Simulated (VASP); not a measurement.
# Be (Cmce) in VASP: relaxation of cell and atoms with PBEsol

Aim: the relaxation of cell and atoms of Be with PBEsol.

Everything below comes from runs of VASP 6.6.1. Logs are shortened: lines on timing, memory, paths and dates and some standing lists are left out, and cuts for length are marked.

## (1) The cell of the first run

Symmetry: Cmce, No. 64, orthorhombic system. Conventional cell: a = 4.213 Å, b = 2.784 Å, c = 5.679 Å, α = 90.00°, β = 90.00°, γ = 90.00°. Be (site symmetry m) has 3 Be at 1.57 to 2.05 Å within 2.1 Å.

## (2) Relaxation of cell and atoms, PBEsol

INCAR

```
SYSTEM = Be
PREC = Accurate
ENCUT = 600
EDIFF = 1E-6
ISMEAR = 0
SIGMA = 0.1
LREAL = .False.
LASPH = .True.
NELM = 100
ALGO = Normal
ISIF = 3
LWAVE = .False.
LCHARG = .False.
GGA = PS
IBRION = 2
NSW = 90
EDIFFG = -0.04
```

KPOINTS

```
regular mesh
0
Gamma
  8 8 4
  0 0 0
```

POSCAR

```
Be
1.0
    2.1065152295     -1.3922454205      0.0000000000
    2.1065152295      1.3922454205      0.0000000000
    0.0000000000      0.0000000000      5.6793160427
Be
4
Direct
    0.8500000000      0.1500000000      0.1170000000
    0.6500000000      0.3500000000      0.6170000000
    0.1500000000      0.8500000000      0.8830000000
    0.3500000000      0.6500000000      0.3830000000
```

Potentials or basis: VASP PAW PBE potentials, release 64 (Be).

Command:

```sh
$ cat potpaw_PBE.64/Be/POTCAR > POTCAR
$ mpirun -np 1 vasp_std > vasp.out
```

OUTCAR:

```text
SYSTEM = Be
   PREC = Accurate
   ENCUT = 600
   EDIFF = 1E-6
   ISMEAR = 0
   LREAL = .False.
   LASPH = .True.
   NELM = 100
   ISIF = 3
   GGA = PS
   IBRION = 2
   NSW = 90
   EDIFFG = -0.04

 ion  position               nearest neighbor table
   1  0.850  0.150  0.117-   3 1.57   4 2.05   4 2.05   3 2.36
   2  0.650  0.350  0.617-   4 1.57   3 2.05   3 2.05   4 2.36
   3  0.150  0.850  0.883-   1 1.57   2 2.05   2 2.05   1 2.36
   4  0.350  0.650  0.383-   2 1.57   1 2.05   1 2.05   2 2.36

  LATTYP: Found a base centered orthorhombic cell.
 ALAT       =     2.7844908410
 B/A-ratio  =     1.5130344108
 C/A-ratio  =     2.0396246090

  Lattice vectors:

 A1 = (  -2.1065152295,  -1.3922454205,   0.0000000000)
 A2 = (   2.1065152295,  -1.3922454205,   0.0000000000)
 A3 = (   0.0000000000,   0.0000000000,   5.6793160427)

Analysis of symmetry for initial positions (statically):
=====================================================================
 Subroutine PRICEL returns:
 Original cell was already a primitive cell.

 Routine SETGRP: Setting up the symmetry group for a
 base centered orthorhombic supercell.

 Subroutine GETGRP returns: Found  8 space group operations
 (whereof  4 operations were pure point group operations)
 out of a pool of  8 trial point group operations.

The static configuration has the point symmetry C_2h.
 The point group associated with its full space group is D_2h.

Analysis of symmetry for dynamics (positions and initial velocities):
=====================================================================
 Subroutine PRICEL returns:
 Original cell was already a primitive cell.

 Routine SETGRP: Setting up the symmetry group for a
 base centered orthorhombic supercell.

 Subroutine GETGRP returns: Found  8 space group operations
 (whereof  4 operations were pure point group operations)
 out of a pool of  8 trial point group operations.

The dynamic configuration has the point symmetry C_2h.
 The point group associated with its full space group is D_2h.

 Subroutine INISYM returns: Found  8 space group operations
 (whereof  4 operations are pure point group operations),
 and found     1 'primitive' translations

----------------------------------------------------------------------------------------

                                     Primitive cell

  volume of cell :      33.3124

  direct lattice vectors                    reciprocal lattice vectors
     2.106515229 -1.392245421  0.000000000     0.237358835 -0.359132085  0.000000000
     2.106515229  1.392245421  0.000000000     0.237358835  0.359132085  0.000000000
     0.000000000  0.000000000  5.679316043     0.000000000  0.000000000  0.176077540

  length of vectors
     2.525025490  2.525025490  5.679316043     0.430482370  0.430482370  0.176077540

  position of ions in fractional coordinates (direct lattice)
     0.850000000  0.150000000  0.117000000
     0.650000000  0.350000000  0.617000000
     0.150000000  0.850000000  0.883000000
     0.350000000  0.650000000  0.383000000

  ion indices of the primitive-cell ions
   primitive index   ion index
                 1           1
                 2           2
                 3           3
                 4           4

----------------------------------------------------------------------------------------

 KPOINTS: regular mesh

Automatic generation of k-mesh.
 Grid dimensions read from file:
 generate k-points for:    8    8    4

 Generating k-lattice:

  Cartesian coordinates                     Fractional coordinates (reciprocal lattice)
     0.029669854 -0.044891511  0.000000000     0.125000000  0.000000000  0.000000000
     0.029669854  0.044891511  0.000000000     0.000000000  0.125000000  0.000000000
     0.000000000  0.000000000  0.044019385     0.000000000  0.000000000  0.250000000

  Length of vectors
     0.053810296  0.053810296  0.044019385

  Shift w.r.t. Gamma in fractional coordinates (k-lattice)
     0.000000000  0.000000000  0.000000000

 Subroutine IBZKPT returns following result:
 ===========================================

 Found     63 irreducible k-points:

 Following reciprocal coordinates:
            Coordinates               Weight
  0.000000  0.000000  0.000000      1.000000
  0.125000  0.000000  0.000000      4.000000
  0.250000  0.000000  0.000000      4.000000
  0.375000  0.000000  0.000000      4.000000
  0.500000  0.000000  0.000000      2.000000
  0.125000  0.125000  0.000000      2.000000
[... 16 lines left out ...]
  0.125000  0.000000  0.250000      8.000000
  0.250000  0.000000  0.250000      8.000000
 [... further k-points ...]
   k-points           NKPTS =     63   k-points in BZ     NKDIM =     63   number of bands    NBANDS=      8
   number of dos      NEDOS =    301   number of ions     NIONS =      4
   total plane-waves  NPLWV =  19200
   dimension x,y,z NGX =    20 NGY =   20 NGZ =   48
   dimension x,y,z NGXF=    40 NGYF=   40 NGZF=   96
   ions per type =               4
   NGX,Y,Z   is equivalent  to a cutoff of  13.17, 13.17, 14.05 a.u.
   NGXF,Y,Z  is equivalent  to a cutoff of  26.34, 26.34, 28.10 a.u.
 SYSTEM =  Be
   PREC   = accura    normal or accurate (medium, high low for compatibility)
   ISTART =      0    job   : 0-new  1-cont  2-samecut
   ICHARG =      2    charge: 1-file 2-atom 10-const
   ISPIN  =      1    spin polarized calculation?
   LNONCOLLINEAR =      F non collinear calculations
   LSORBIT =      F    spin-orbit coupling
   LASPH  =      T    aspherical Exc in radial PAW
   ENCUT  =  600.0 eV  44.10 Ry    6.64 a.u.   5.04  5.04 11.34*2*pi/ulx,y,z
   NELM   =    100;   NELMIN=  2; NELMDL= -5     # of ELM steps
   EDIFF  = 0.1E-05   stopping-criterion for ELM
   LREAL  =      F    real-space projection
   EDIFFG = -.4E-01   stopping-criterion for IOM
   NSW    =     90    number of steps for IOM
   IBRION =      2    ionic relax: 0-MD 1-quasi-New 2-CG
   NFREE  =      1    steps in history (QN), initial steepest desc. (CG)
   ISIF   =      3    stress and relaxation
   ISYM   =      2    0-nonsym 1-usesym 2-fastsym
   POTIM  = 0.5000    time-step for ionic-motion
   TEBEG  =    0.0;   TEEND  =   0.0 temperature during run
   PSTRESS=    0.0 pullay stress
   NELECT =       8.0000    total number of electrons
   NUPDOWN=      -1.0000    fix difference up-down
   EMIN   =  10.00;   EMAX   =-10.00  energy-range for DOS
   EFERMI =   0.00;   METHOD = LEGACY
   ISMEAR =     0;   SIGMA  =   0.10  broadening in eV -4-tet -1-fermi 0-gaus
   EFERMI_NEDOS =   21; number of points for ismear=-14 and -15
   IALGO  =     38    algorithm
   IMIX   =      4    mixing-type and parameters
     AMIX     =   0.40;   BMIX     =  1.00
     AMIX_MAG =   1.60;   BMIX_MAG =  1.00
  volume/ion in A,a.u.               =       8.33        56.20
  Fermi-wavevector in a.u.,A,eV,Ry     =   1.017582  1.922951 14.088463  1.035473
  Thomas-Fermi vector in A             =   2.150991
   LORBIT       =      0    0 simple, 1 ext, 2 COOP (PROOUT), +10 PAW based schemes
   GGA     = PS    functional components
   LHFCALC =     F    Hartree Fock is set to
   AEXX    =    0.0000 exact exchange contribution
   IVDW    =     0    specifies the selected vdW correction
   LEPSILON=     F    determine dielectric tensor
   LRPA    =     F    only Hartree local field effects (RPA)
 conjugate gradient relaxation of ions
 non-spin polarized calculation
 Gauss-broadening in eV      SIGMA  =   0.10
  energy-cutoff  :      600.00
  volume of cell :       33.31
 maximum number of plane-waves:      1132
   NGX = 11   NGY = 11   NGZ = 23

--------------------------------------- Ionic step        1  -------------------------------------------

 number of electron       8.0000000 magnetization

 Free energy of the ion-electron system (eV)
  ---------------------------------------------------
  ext. energy  EPLUGINS =         0.00000000
  ---------------------------------------------------
  free energy    TOTEN  =       -10.91979607 eV

  energy without entropy =      -10.91214115  energy(sigma->0) =      -10.91596861

------------------------ aborting loop because EDIFF is reached ----------------------------------------

  FORCE on cell =-STRESS in cart. coord.  units (eV):
  Direction    XX          YY          ZZ          XY          YZ          ZX
  --------------------------------------------------------------------------------------
  -------------------------------------------------------------------------------------
  Total       -5.8132764      3.0423230     16.6693307      0.0000000      0.0000000      0.0000000
  in kB     -279.5922440    146.3219456    801.7192498      0.0000000      0.0000000      0.0000000
  external PRESSURE =     222.8163171 kB  Pullay stress =       0.0000000 kB
[... 23 lines left out ...]
  energy  without entropy=      -10.9121411494  energy(sigma->0) =      -10.91596861

--------------------------------------- Ionic step        2  -------------------------------------------

 number of electron       8.0000000 magnetization

 E-fermi :   5.5695     XC(G=0):  -9.9070

 val. band max:        5.5561855346   @ k =   0.2500   0.0000   0.0000
 cond. band min:       5.5700286105   @ k =  -0.2500   0.2500   0.2500
 fundamental gap:      0.0138430759
 Fermi energy:         5.5694888137

 k-point     1 :       0.0000    0.0000    0.0000
  band No.  band energies     occupation
      1      -4.8721      2.00000
      2      -2.9793      2.00000
      3      -1.6011      2.00000
      4       3.9782      2.00000
      5       7.5932      0.00000
      6      12.8847      0.00000
      7      13.9771      0.00000
      8      16.2472      0.00000
[... 243 lines left out ...]
 k-point    24 :       0.2500    0.0000    0.2500
  band No.  band energies     occupation
      1      -3.4238      2.00000
      2      -2.3239      2.00000
      3       0.5829      2.00000
      4       3.9583      2.00000
      5       7.3208      0.00000
      6       8.8886      0.00000
      7      11.1045      0.00000
      8      12.8217      0.00000

 [... further k-points ...]
[... 5 lines left out ...]
  --------------------------------------------------------------------------------------
  -------------------------------------------------------------------------------------
  Total       -8.3674668      1.6265348      2.2724527      0.0000000      0.0000000      0.0000000
  in kB     -347.5833251     67.5660145     94.3973478      0.0000000      0.0000000      0.0000000
  external PRESSURE =     -61.8733209 kB  Pullay stress =       0.0000000 kB
[... 57 lines left out ...]
  FREE ENERGIE OF THE ION-ELECTRON SYSTEM (eV)
  ---------------------------------------------------
  free  energy   TOTEN  =       -13.8877121580 eV

  energy  without entropy=      -13.8818392510  energy(sigma->0) =      -13.88477570

[... ionic steps 4 to 20 ...]

--------------------------------------- Ionic step       21  -------------------------------------------

 number of electron       8.0000000 magnetization

------------------------ aborting loop because EDIFF is reached ----------------------------------------

  FORCE on cell =-STRESS in cart. coord.  units (eV):
  Direction    XX          YY          ZZ          XY          YZ          ZX
  --------------------------------------------------------------------------------------
  -------------------------------------------------------------------------------------
  Total        0.4344757      0.4254093     -0.2544227      0.0000000     -0.0000000      0.0000000
  in kB       22.3386001     21.8724500    -13.0811608      0.0000000     -0.0000000      0.0000000
  external PRESSURE =      10.3766298 kB  Pullay stress =       0.0000000 kB
[... 61 lines left out ...]
  energy  without entropy=      -15.6998621947  energy(sigma->0) =      -15.70087016

--------------------------------------- Ionic step       23  -------------------------------------------

 number of electron       8.0000000 magnetization

 Free energy of the ion-electron system (eV)
  ---------------------------------------------------
  ext. energy  EPLUGINS =         0.00000000
  ---------------------------------------------------
  free energy    TOTEN  =       -15.70547943 eV

  energy without entropy =      -15.70347473  energy(sigma->0) =      -15.70447708

 E-fermi :   7.6687     XC(G=0): -10.6268

 val. band max:        7.5833553756   @ k =   0.5000   0.0000   0.0000
 cond. band min:       7.7047896638   @ k =   0.5000   0.1250   0.0000
 fundamental gap:      0.1214342882
 Fermi energy:         7.6686727064

 k-point     1 :       0.0000    0.0000    0.0000
  band No.  band energies     occupation
      1      -4.3190      2.00000
      2      -1.6070      2.00000
      3      -1.6066      2.00000
      4       4.6161      2.00000
      5      11.0766      0.00000
      6      17.3779      0.00000
      7      20.6344      0.00000
      8      20.6366      0.00000
[... 243 lines left out ...]
 k-point    24 :       0.2500    0.0000    0.2500
  band No.  band energies     occupation
      1      -2.7569      2.00000
      2      -1.4245      2.00000
      3       1.2445      2.00000
      4       5.0216      2.00000
      5       9.0800      0.00000
      6      11.5235      0.00000
      7      14.7250      0.00000
      8      14.9500      0.00000

 [... further k-points ...]
[... 5 lines left out ...]
  --------------------------------------------------------------------------------------
  -------------------------------------------------------------------------------------
  Total        0.0047962     -0.0676263     -0.1005297      0.0000000     -0.0000000      0.0000000
  in kB        0.2441086     -3.4419027     -5.1165480      0.0000000     -0.0000000      0.0000000
  external PRESSURE =      -2.7714474 kB  Pullay stress =       0.0000000 kB
[... 19 lines left out ...]
  FREE ENERGIE OF THE ION-ELECTRON SYSTEM (eV)
  ---------------------------------------------------
  free  energy   TOTEN  =       -15.7054794275 eV

  energy  without entropy=      -15.7034747284  energy(sigma->0) =      -15.70447708

 reached required accuracy - stopping structural energy minimisation
```

It took 2.1 min on 1 thread of Intel Xeon Platinum 8259CL at 2.50GHz (Skylake/Cascade Lake), shared host; peak memory 0.15 GiB.

Results:

```
Free energy                            : -15.7055 eV
Relaxed volume                         : 7.87 Å³/atom
Relaxed cell                           : a = 2.220 Å, b = 2.220 Å, c = 6.388 Å, α = 90.00°, β = 90.00°, γ = 90.09°
Space group after relaxing (to 0.05 Å) : Fm-3m (No. 225)
Energy gained by relaxing              : 1196.4 meV/atom
Ionic steps                            : 23
Pressure after relaxing                : -0.3 GPa
Band gap on the k mesh                 : zero (band 4 reaches 8.52 eV, above the bottom of band 5 at 7.58 eV)
```

The path:
```tsv
step	energy change (eV)	largest force (eV/Å)	pressure (GPa)	volume (Å³)
1	0.0000	6.7855	22.28	33.31
2	-2.7196	2.6569	-6.19	38.57
3	-2.9679	1.8978	-4.49	36.54
4	-4.1286	0.8156	-10.63	35.65
5	-4.4581	0.3583	-10.34	34.94
6	-4.4879	0.2704	-10.00	34.69
7	-4.4910	0.2526	-9.89	34.62
8	-4.6236	0.1821	-1.44	31.74
9	-4.6293	0.1662	0.99	31.09
10	-4.6464	0.1075	0.90	31.17
11	-4.6548	0.0113	0.51	31.28
12	-4.6674	0.0523	-0.03	31.44
13	-4.6903	0.2272	-1.91	31.86
14	-4.6517	0.5311	-3.40	32.56
15	-4.6952	0.3191	-2.29	32.06
16	-4.7112	0.3226	-2.20	32.02
17	-4.7394	0.3343	-1.54	31.88
18	-4.7399	0.3342	-1.38	31.85
19	-4.7531	0.2904	-0.95	31.72
20	-4.7752	0.1676	0.52	31.30
21	-4.7766	0.1315	1.04	31.16
22	-4.7821	0.0839	0.53	31.28
23	-4.7857	0.0012	-0.28	31.48
```

Final structure:
```
Be
1.0
     1.56843   -1.57094    0.00000
     1.56843    1.57094    0.00000
     0.00000    0.00000    6.38812
Be
4
Direct
  0.75002 0.24998 0.12501
  0.74998 0.25002 0.62501
  0.24998 0.75002 0.87499
  0.25002 0.74998 0.37499
```

Levels at points of the mesh, in eV from the Fermi level:
```tsv
k point	band 1	band 2	band 3	band 4	band 5	band 6	band 7	band 8
(0.00, 0.00, 0.00)	-11.99	-9.28	-9.28	-3.05	3.41	9.71	12.97	12.97
(0.50, 0.00, 0.00)	-6.39	-6.39	-5.43	-5.43	-0.09	-0.09	4.27	4.27
(0.50, 0.50, 0.00)	-2.69	-2.66	0.85	0.85	0.88	0.89	3.13	3.13
(0.00, 0.00, 0.50)	-11.31	-11.31	-5.95	-5.95	7.96	7.96	10.54	10.54
(0.50, 0.00, 0.50)	-5.98	-5.98	-5.98	-5.98	1.68	1.68	1.68	1.68
(0.50, 0.50, 0.50)	-1.80	-1.80	-1.77	-1.77	3.47	3.47	3.49	3.49
```

Caveat: the PAW data sets were made with another functional, which shifts forces and pressure a little.
